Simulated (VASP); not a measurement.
Set up this calculation in VASP 6.6.1, as the native input.

```
Task                   : single point
Functional             : PBE
Potentials or basis    : VASP PAW PBE potentials, release 64 (Al, Si, N, O)
Cutoff                 : 520 eV
k mesh                 : 4 × 4 × 4
Occupations            : gaussian, width 0.1 eV
Spin                   : no spin polarisation
Dipole correction      : no
Further INCAR settings : ALGO = Normal; EDIFF = 1e-07; NBANDS = 21
```

The structure of Al3SiNO lies in POSCAR:

```
Al3SiNO
1.0
    4.8097241000      0.0000000000      0.0000000000
    0.0000000000      3.9209335100      0.0000000000
   -2.3511994100      0.0000000000      4.3163781000
Al Si N O
3 1 1 1
Direct
    0.3262700100      0.0000000000      0.6517660000
    0.6737299900      0.0000000000      0.3482340000
    0.5000000000      0.5000000000      0.5000000000
    0.5000000000      0.5000000000      0.0000000000
    0.0000000000      0.0000000000      0.0000000000
    0.0000000000      0.5000000000      0.5000000000
```

These files were run (other wordings do the same):

INCAR

```
SYSTEM = Al3SiNO
  PREC = Accurate
  ENCUT = 520
  EDIFF = 1E-7
  ISMEAR = 0
  SIGMA = 0.1
  LREAL = .FALSE.
  LASPH = .TRUE.
  NELM = 80
  ALGO = Normal
  ISIF = 2
  LWAVE = .FALSE.
  LCHARG = .FALSE.
  GGA = PE
  NBANDS = 21
```

KPOINTS

```
regular mesh
0
G
  4 4 4
  0 0 0
```

Potentials or basis: VASP PAW PBE potentials, release 64 (Al, Si, N, O).

Run with:

```sh
$ cat potpaw_PBE.64/Al/POTCAR potpaw_PBE.64/Si/POTCAR potpaw_PBE.64/N/POTCAR potpaw_PBE.64/O/POTCAR > POTCAR
$ mpirun -np 1 vasp_std > vasp.out
```

It gave:

```yaml
Pressure: 6.4 GPa
Largest_force: 1.761 eV/Å
Band_gap_on_the_k_mesh: zero (band 12 reaches 7.16 eV, above the bottom of band 13 at 5.60 eV)
```

Caveat: the k points lie up to 0.40 Å⁻¹ apart; forces of over 1 eV/Å act on the atoms, so gaps and moduli don't describe the material at rest.

Run time: 42 s on 1 thread of Intel(R) Xeon(R) Platinum 8259CL CPU @ 2.50GHz (Skylake/Cascade Lake) (shared host), peak memory 0.22 GiB.
